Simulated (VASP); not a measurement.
# NaCl in VASP: notebook, part 2 of 2

VASP 6.6.1. Earlier steps stand in the parts before.

## Step 4: Density of states, PBEsol

This run uses another cell than the first one, of 11.70 Å³/atom, 1.041 times its volume.

POSCAR

```
NaCl
1.0
    2.8600000000      0.0000000000      0.0000000000
    0.0000000000      2.8600000000      0.0000000000
    0.0000000000      0.0000000000      2.8600000000
Na Cl
1 1
Direct
    0.0000000000      0.0000000000      0.0000000000
    0.5000000000      0.5000000000      0.5000000000
```

INCAR.step1

```
  PREC = Accurate
  ENCUT = 520
  EDIFF = 1E-7
  ISMEAR = -1
  SIGMA = 0.02
  LREAL = F
  LASPH = T
  NELM = 100
  ALGO = Normal
  ISIF = 2
  LWAVE = F
  LCHARG = T
  GGA = PS
  NBANDS = 14
```

KPOINTS.step1

```
Automatic mesh
0
Gamma
  8 8 8
```

INCAR.step2

```
  PREC = Accurate
  ENCUT = 520
  EDIFF = 1E-7
  ISMEAR = -5
  SIGMA = 0.02
  LREAL = F
  LASPH = T
  NELM = 100
  ALGO = Normal
  ISIF = 2
  LWAVE = F
  LCHARG = F
  GGA = PS
  LORBIT = 11
  NBANDS = 14
  NEDOS = 1001
  ICHARG = 11
```

KPOINTS.step2

```
Automatic mesh
0
Gamma
  12 12 12
```

Potentials or basis: VASP PAW PBE potentials, release 64 (Na_pv, Cl).

Command:

```sh
> cat potpaw_PBE.64/Na_pv/POTCAR potpaw_PBE.64/Cl/POTCAR > POTCAR
> cp INCAR.step1 INCAR
> cp KPOINTS.step1 KPOINTS
> mpirun -np 1 vasp_std > vasp.out
> cp INCAR.step2 INCAR
> cp KPOINTS.step2 KPOINTS
> mpirun -np 1 vasp_std > vasp.out
```

OUTCAR:

```text
PREC = Accurate
   ENCUT = 520
   EDIFF = 1E-7
   ISMEAR = -5
   LREAL = F
   LASPH = T
   NELM = 100
   ISIF = 2
   GGA = PS
   LORBIT = 11
   ICHARG = 11

 ion  position               nearest neighbor table
   1  0.000  0.000  0.000-   2 2.48   2 2.48   2 2.48   2 2.48   2 2.48   2 2.48   2 2.48   2 2.48

   2  0.500  0.500  0.500-   1 2.48   1 2.48   1 2.48   1 2.48   1 2.48   1 2.48   1 2.48   1 2.48

  LATTYP: Found a simple cubic cell.
[... 606 lines left out ...]
  -------------------------------------------------------------------------------------
  Total        8.7662588      8.7662588      8.7662588      0.0000000     -0.0000000      0.0000000
  in kB      600.3807692    600.3807692    600.3807692      0.0000000     -0.0000000      0.0000000
  external PRESSURE =     600.3807692 kB  Pullay stress =       0.0000000 kB

 VOLUME and BASIS-vectors are now :
 -----------------------------------------------------------------------------
  energy-cutoff  :      520.00
  volume of cell :       23.39
      direct lattice vectors                 reciprocal lattice vectors
     2.860000000  0.000000000  0.000000000     0.349650350  0.000000000  0.000000000
     0.000000000  2.860000000  0.000000000     0.000000000  0.349650350  0.000000000
     0.000000000  0.000000000  2.860000000     0.000000000  0.000000000  0.349650350

 POSITION                                       TOTAL-FORCE (eV/Angst)
 -----------------------------------------------------------------------------------
      0.00000      0.00000      0.00000         0.000000      0.000000      0.000000
      1.43000      1.43000      1.43000         0.000000      0.000000      0.000000
 -----------------------------------------------------------------------------------
    total drift:                                0.000000     -0.000000     -0.000000

  FREE ENERGIE OF THE ION-ELECTRON SYSTEM (eV)
  ---------------------------------------------------
  free  energy   TOTEN  =        -4.7803661401 eV

  energy  without entropy=       -4.7803661401  energy(sigma->0) =       -4.78036614

 total charge

# of ion       s       p       d       tot
------------------------------------------
    1        0.099   6.058   0.000   6.157
    2        1.601   3.741   0.000   5.342
--------------------------------------------------
tot          1.701   9.799   0.000  11.500
```

It took 34 s on 1 thread of AMD EPYC 7R13 (Zen 3), shared host; peak memory 0.11 GiB.

Results:

- Valence electrons inside the program's atomic spheres: Na 6.16; Cl 5.34

Levels at points of the mesh, in eV from the valence-band top:
| k point | band 3 | band 4 | band 5 | band 6 | band 7 | band 8 | band 9 | band 10 | band 11 | band 12 |
| --- | --- | --- | --- | --- | --- | --- | --- | --- | --- | --- |
| (0.00, 0.00, 0.00) | -22.58 | -17.01 | -1.28 | -1.28 | -1.28 | 6.49 | 6.49 | 7.19 | 17.84 | 17.84 |
| (0.50, 0.00, 0.00) | -22.55 | -15.32 | -7.00 | -0.80 | -0.80 | 9.07 | 9.16 | 12.66 | 12.66 | 13.64 |
| (0.50, 0.50, 0.00) | -22.52 | -14.57 | -5.42 | -5.42 | 0.00 | 4.20 | 10.61 | 12.72 | 12.72 | 15.38 |
| (0.50, 0.50, 0.50) | -22.77 | -13.34 | -4.84 | -4.84 | -4.84 | 6.14 | 6.14 | 6.14 | 16.92 | 23.08 |

Caveat: the PAW data sets were made with another functional, which shifts forces and pressure a little.

## Step 5: Electric field gradients, PBEsol (volume scaled by 0.9405)

INCAR

```
SYSTEM = NaCl
  PREC = Accurate
  ENCUT = 400
  EDIFF = 1E-8
  ISMEAR = -1
  SIGMA = 0.02
  LREAL = .False.
  LASPH = .True.
  NELM = 120
  ALGO = Normal
  ISIF = 2
  LWAVE = .False.
  LCHARG = .False.
  GGA = PS
  LEFG = .True.
  NBANDS = 14
  GGA_COMPAT = .False.
```

KPOINTS

```
regular mesh
0
Gamma
  8 8 8
  0 0 0
```

POSCAR

```
NaCl
1.0
    2.8021129234      0.0000000000      0.0000000000
    0.0000000000      2.8021129234      0.0000000000
    0.0000000000      0.0000000000      2.8021129234
Na Cl
1 1
Direct
    0.0000000000      0.0000000000      0.0000000000
    0.5000000000      0.5000000000      0.5000000000
```

Potentials or basis: VASP PAW PBE potentials, release 64 (Na_pv, Cl).

Command:

```sh
> cat potpaw_PBE.64/Na_pv/POTCAR potpaw_PBE.64/Cl/POTCAR > POTCAR
> mpirun -np 1 vasp_std > vasp.out
```

OUTCAR:

```text
SYSTEM = NaCl
   PREC = Accurate
   ENCUT = 400
   EDIFF = 1E-8
   ISMEAR = -1
   LREAL = .False.
   LASPH = .True.
   NELM = 120
   ISIF = 2
   GGA = PS

 ion  position               nearest neighbor table
   1  0.000  0.000  0.000-   2 2.43   2 2.43   2 2.43   2 2.43   2 2.43   2 2.43   2 2.43   2 2.43

   2  0.500  0.500  0.500-   1 2.43   1 2.43   1 2.43   1 2.43   1 2.43   1 2.43   1 2.43   1 2.43

  LATTYP: Found a simple cubic cell.
 ALAT       =     2.8021129234

  Lattice vectors:

 A1 = (   2.8021129234,   0.0000000000,   0.0000000000)
 A2 = (   0.0000000000,   2.8021129234,   0.0000000000)
 A3 = (   0.0000000000,   0.0000000000,   2.8021129234)

Analysis of symmetry for initial positions (statically):
=====================================================================
 Subroutine PRICEL returns:
 Original cell was already a primitive cell.

 Routine SETGRP: Setting up the symmetry group for a
 simple cubic supercell.

 Subroutine GETGRP returns: Found 48 space group operations
 (whereof 48 operations were pure point group operations)
 out of a pool of 48 trial point group operations.

The static configuration has the point symmetry O_h .

Analysis of symmetry for dynamics (positions and initial velocities):
=====================================================================
 Subroutine PRICEL returns:
 Original cell was already a primitive cell.

 Routine SETGRP: Setting up the symmetry group for a
 simple cubic supercell.

 Subroutine GETGRP returns: Found 48 space group operations
 (whereof 48 operations were pure point group operations)
 out of a pool of 48 trial point group operations.

The dynamic configuration has the point symmetry O_h .

[... 551 lines left out ...]
      7       6.5531      2.00000
      8      12.6502      0.00000
      9      18.1835      0.00000
     10      18.7783      0.00000
     11      19.7702      0.00000
     12      25.3341      0.00000
     13      25.7852      0.00000
     14      29.6861      0.00000

 [... further k-points ...]

------------------------ aborting loop because EDIFF is reached ----------------------------------------

  FORCE on cell =-STRESS in cart. coord.  units (eV):
  Direction    XX          YY          ZZ          XY          YZ          ZX
  --------------------------------------------------------------------------------------
  -------------------------------------------------------------------------------------
  Total       10.4982001     10.4982001     10.4982001      0.0000000      0.0000000      0.0000000
  in kB      764.4842247    764.4842247    764.4842247      0.0000000      0.0000000      0.0000000
  external PRESSURE =     764.4842247 kB  Pullay stress =       0.0000000 kB

 VOLUME and BASIS-vectors are now :
 -----------------------------------------------------------------------------
  energy-cutoff  :      400.00
  volume of cell :       22.00
      direct lattice vectors                 reciprocal lattice vectors
     2.802112923  0.000000000  0.000000000     0.356873555  0.000000000  0.000000000
     0.000000000  2.802112923  0.000000000     0.000000000  0.356873555  0.000000000
     0.000000000  0.000000000  2.802112923     0.000000000  0.000000000  0.356873555

 POSITION                                       TOTAL-FORCE (eV/Angst)
 -----------------------------------------------------------------------------------
      0.00000      0.00000      0.00000         0.000000      0.000000      0.000000
      1.40106      1.40106      1.40106         0.000000      0.000000      0.000000
 -----------------------------------------------------------------------------------
    total drift:                               -0.000000     -0.000000      0.000000

  FREE ENERGIE OF THE ION-ELECTRON SYSTEM (eV)
  ---------------------------------------------------
  free  energy   TOTEN  =        -4.1848119217 eV

  energy  without entropy=       -4.1848119217  energy(sigma->0) =       -4.18481192

 Electric field gradients (V/A^2)
---------------------------------------------------------------------
 ion       V_xx      V_yy      V_zz      V_xy      V_xz      V_yz
---------------------------------------------------------------------
   1       0.000    -0.000    -0.000    -0.000     0.000    -0.000
   2      -0.000    -0.000    -0.000     0.000     0.000    -0.000
---------------------------------------------------------------------

 Electric field gradients after diagonalization (V/A^2)
 (convention: |V_zz| > |V_xx| > |V_yy|)
----------------------------------------------------------------------
 ion       V_xx      V_yy      V_zz     asymmetry (V_yy - V_xx)/ V_zz
----------------------------------------------------------------------
   1      -0.000     0.000    -0.000      -0.922
   2      -0.000    -0.000    -0.000      -0.361
----------------------------------------------------------------------

           NMR quadrupolar parameters

 Cq : quadrupolar parameter    Cq=e*Q*V_zz/h
 eta: asymmetry parameters     (V_yy - V_xx)/ V_zz
 Q  : nuclear electric quadrupole moment in mb (millibarn)
----------------------------------------------------------------------
 ion       Cq(MHz)       eta       Q (mb)
----------------------------------------------------------------------
   1      -0.000      -0.922       1.000
   2      -0.000      -0.361       1.000
----------------------------------------------------------------------
```

OSZICAR:

```text
N       E                     dE             d eps       ncg     rms          rms(c)
DAV:   1     0.902740755583E+02    0.90274E+02   -0.62539E+03  1022   0.104E+03
DAV:   2    -0.131327934209E+00   -0.90405E+02   -0.83115E+02  1128   0.281E+02
DAV:   3    -0.446432183246E+01   -0.43330E+01   -0.43085E+01  1244   0.580E+01
DAV:   4    -0.450299075123E+01   -0.38669E-01   -0.38661E-01  1118   0.566E+00
DAV:   5    -0.450349453608E+01   -0.50378E-03   -0.50377E-03  1288   0.672E-01    0.682E+00
DAV:   6    -0.424254042949E+01    0.26095E+00   -0.21668E-01  1378   0.730E+00    0.439E+00
DAV:   7    -0.418717549981E+01    0.55365E-01   -0.12447E-01  1436   0.441E+00    0.178E+00
DAV:   8    -0.418492548539E+01    0.22500E-02   -0.10297E-02  1166   0.123E+00    0.227E-01
DAV:   9    -0.418480893720E+01    0.11655E-03   -0.30297E-04  1298   0.338E-01    0.422E-02
DAV:  10    -0.418481121233E+01   -0.22751E-05   -0.25254E-05  1294   0.106E-01    0.832E-03
DAV:  11    -0.418481179887E+01   -0.58654E-06   -0.48247E-06  1178   0.264E-02    0.661E-03
DAV:  12    -0.418481189748E+01   -0.98617E-07   -0.24459E-07  1202   0.470E-03    0.166E-03
DAV:  13    -0.418481194176E+01   -0.44275E-07   -0.31452E-08  1202   0.119E-03    0.882E-04
DAV:  14    -0.418481192467E+01    0.17086E-07   -0.81858E-10   736   0.237E-04    0.138E-04
DAV:  15    -0.418481192169E+01    0.29838E-08   -0.13541E-10   700   0.105E-04
   1 F= -.41848119E+01 E0= -.41848119E+01  d E =-.385223E-12
```

stdout:

```text
POSCAR found type information on POSCAR NaCl
 POSCAR found :  2 types and       2 ions
 scaLAPACK will be used
 -----------------------------------------------------------------------------
|                                                                             |
|                                                                             |
|     You enforced a specific xc type in the INCAR file but a different       |
|     I HOPE YOU KNOW WHAT YOU ARE DOING!                                     |
|                                                                             |
 -----------------------------------------------------------------------------

 LDA part: xc-table for (Slater+PW92), standard interpolation
 POSCAR, INCAR and KPOINTS ok, starting setup
 FFT: planning ... GRIDC
 FFT: planning ... GRID_SOFT
 FFT: planning ... GRID
 WAVECAR not read
 entering main loop
ion   1

ion   2
```

Wall time 3.3 s (1 thread of Intel Xeon 6975P-C (Granite Rapids), shared host); peak memory 0.11 GiB.

What came out:

- Free energy: -4.1848 eV
- Pressure: 76.4 GPa
- Band gap on the k mesh: 3.94 eV, direct

Caveat: the cell differs from its parent crystal (volume scaled by 0.9405); without QUAD_EFG the Cq values of the log hold for a quadrupole moment of 1 mb, not for the nuclei; the PAW data sets were made with another functional, which shifts forces and pressure a little. A k mesh can miss the band edges.

## Step 6: The runs side by side

| task | cell | cutoff (eV) | k mesh for the DOS | occupations for the DOS | gap on the mesh (eV) | pressure (GPa) |
| --- | --- | --- | --- | --- | --- | --- |
| electric field gradients | a = 2.803, b = 2.803, c = 2.860 Å, 2 atoms | 520 | - | - | 3.93 | 70.8 |
| electric field gradients | a = 2.860, b = 2.860, c = 2.831 Å, 2 atoms | 520 | - | - | 4.07 | 62.6 |
| density of states | a = 2.860 Å, 2 atoms | 520 | 12 × 12 × 12 | tetrahedron | - | - |
| electric field gradients | a = 2.802 Å, 2 atoms | 400 | - | - | 3.94 | 76.4 |

Alike in all rows: level PBEsol; potentials or basis VASP PAW PBE potentials, release 64 (Na_pv, Cl); no spin polarisation; k mesh 8 × 8 × 8; smearing fermi-dirac 0.02 eV.

Caveats: the PAW data sets were made with another functional, which shifts forces and pressure a little.

Absolute energies hang on the potentials; compare differences alone.
